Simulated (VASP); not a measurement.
Input of a VASP 6.6.1 run:

The input INCAR:

```
ALGO     = Normal         # electronic algorithm
EDIFF    = 1E-6           # SCF threshold, eV
ENCUT    = 520            # plane-wave cutoff, eV
ISIF     = 2              # what is computed and relaxed
ISMEAR   = 0              # smearing method
LASPH    = True           # aspherical terms in the spheres
LCHARG   = False          # write CHGCAR
LREAL    = False          # projectors in reciprocal space
LWAVE    = False          # write WAVECAR
NBANDS   = 35             # bands
NELM     = 60             # most SCF steps
PREC     = Accurate       # precision mode
SIGMA    = 0.05           # smearing width, eV
```

The input KPOINTS:

```
k-points
0
Gamma
  6 6 10
```

File POSCAR:

```
SnO2
1.0
    4.4099363774      0.0000000000      0.0000000000
    0.0000000000      4.6844442451      0.0000000000
    0.0000000000      0.0000000000      3.1643760350
Sn O
2 4
Direct
    0.5000000000      0.5000000000      0.5000000000
    0.0000000000      0.0000000000      0.0000000000
    0.2748524451      0.3345573692      0.0000000000
    0.7748524451      0.1654426308      0.5000000000
    0.2251475549      0.8345573692      0.5000000000
    0.7251475549      0.6654426308      0.0000000000
```

Potentials or basis: VASP PAW LDA potentials, release 64 (Sn_d, O).

The run is started by

```sh
$ cat potpaw_LDA.64/Sn_d/POTCAR potpaw_LDA.64/O/POTCAR > POTCAR
$ mpirun -np 1 vasp_std > vasp.out
```

Q: What does it give for the largest force?

A: 0.024 eV/Å.

Q: What does it give for the pressure?

A: 19.3 GPa.

Q: What does it give for the band gap on the k mesh?

A: 2.38 eV (least direct gap 2.39 eV).

Forces on the atoms (eV/Å):
```
Sn   0.000  0.000  0.000
Sn   0.000  0.000  0.000
O   -0.024  0.004  0.000
O   -0.024 -0.004  0.000
O    0.024  0.004  0.000
O    0.024 -0.004  0.000
```

Caveat: the cell stands under pressure; spin-orbit coupling is left out, which moves the levels of the heavy elements.
